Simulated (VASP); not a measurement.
Crystal: Sc2W.

```
Sc W
1.0
     4.27925    0.00000    0.00000
    -2.13963    3.70594    0.00000
     0.00000    0.00000    4.32176
Sc W
2 1
Cartesian
  0.0000 2.4706 2.1609
  2.1396 1.2353 2.1609
  0.0000 0.0000 0.0000
```

| Quantity | Value |
| --- | --- |
| Program | VASP 6.6.1 |
| Task | relaxation of cell and atoms |
| Functional | PBE |
| Potentials or basis | VASP PAW PBE potentials, release 64 (Sc_sv, W_sv) |
| Cutoff | 600 eV |
| k mesh | 6 × 6 × 6 |
| Occupations | gaussian, width 0.1 eV |
| Spin | no spin polarisation |

At the start: pressure -9.3 GPa; volume 22.85 Å³/atom.

**Question.** How do energy, volume and symmetry change on relaxing?

**Answer.** Over 9 steps the energy falls by 1247.1 meV/atom and the volume is 19.48 Å³/atom (-14.7 %); space group P6/mmm (No. 191, to 0.1 Å) before and after.

The path:
| step | energy change (eV) | largest force (eV/Å) | pressure (GPa) | volume (Å³) |
| --- | --- | --- | --- | --- |
| 1 | 0.0000 | 0.0000 | -9.34 | 68.54 |
| 2 | -2.2006 | 0.0000 | 6.63 | 55.06 |
| 3 | -2.4526 | 0.0000 | 15.85 | 51.55 |
| 4 | -1.9558 | 0.0000 | 48.01 | 44.43 |
| 5 | -2.4998 | 0.0000 | 20.33 | 50.26 |
| 6 | -3.4710 | 0.0000 | 14.89 | 52.26 |
| 7 | -3.4908 | 0.0000 | 14.18 | 52.62 |
| 8 | -3.7409 | 0.0000 | 0.45 | 58.18 |
| 9 | -3.7414 | 0.0000 | -0.08 | 58.45 |

Final structure:
```cif
data_structure
_symmetry_space_group_name_H-M 'P 1'
_symmetry_Int_Tables_number 1
_cell_length_a 4.8811
_cell_length_b 4.8811
_cell_length_c 2.8329
_cell_angle_alpha 90.000
_cell_angle_beta 90.000
_cell_angle_gamma 120.000
_cell_volume 58.45
loop_
_atom_site_label
_atom_site_type_symbol
_atom_site_fract_x
_atom_site_fract_y
_atom_site_fract_z
_atom_site_occupancy
Sc1 Sc 0.33333 0.66667 0.50000 1
Sc2 Sc 0.66667 0.33333 0.50000 1
W1 W 0.00000 0.00000 0.00000 1
```

Caveat: a cell axis changed by over 15 % at a fixed basis, so the end point is rough.
